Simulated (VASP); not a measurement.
Write the native input for VASP 6.6.1 that does the following.

```yaml
Task: relaxation of cell and atoms
Functional: LDA
Potentials_or_basis: VASP PAW LDA potentials, release 64 (In_d, P)
Cutoff: 600 eV
k_mesh: 6 × 6 × 6
Occupations: fermi-dirac, width 0.02 eV
Spin: no spin polarisation
Dipole_correction: no
Further_INCAR_settings: ALGO = Normal; EDIFF = 1e-06; IBRION = 2; EDIFFG = -0.03; NSW = 80; ISIF = 3
```

The structure of InP lies in POSCAR:

```
InP
1.0
    0.0000000000      2.9132403609      2.9132403609
    2.9132403609      0.0000000000      2.9132403609
    2.9132403609      2.9132403609      0.0000000000
In P
1 1
Direct
    0.0000000000      0.0000000000      0.0000000000
    0.2500000000      0.2500000000      0.2500000000
```

The input as run:

INCAR

```
  PREC = Accurate
  ENCUT = 600
  EDIFF = 1E-6
  ISMEAR = -1
  SIGMA = 0.02
  LREAL = False
  LASPH = True
  NELM = 60
  ALGO = Normal
  ISIF = 3
  LWAVE = False
  LCHARG = False
  GGA = CA
  IBRION = 2
  NSW = 80
  EDIFFG = -0.03
```

KPOINTS

```
Automatic mesh
0
Gamma
  6 6 6
```

Potentials or basis: VASP PAW LDA potentials, release 64 (In_d, P).

Launch:

```bash
$ cat potpaw_LDA.64/In_d/POTCAR potpaw_LDA.64/P/POTCAR > POTCAR
$ mpirun -np 1 vasp_std > vasp.out
```

It gave:

```yaml
Pressure_after_relaxing: 0.1 GPa
Band_gap_on_the_k_mesh: 0.60 eV, direct
```

Caveat: the relaxation stopped at its first step, so nothing moved; spin-orbit coupling is left out, which moves the levels of the heavy elements.

Wall time 12 s on 1 thread of AMD EPYC 7R13 Processor (Zen 3) (shared host), peak memory 0.14 GiB.
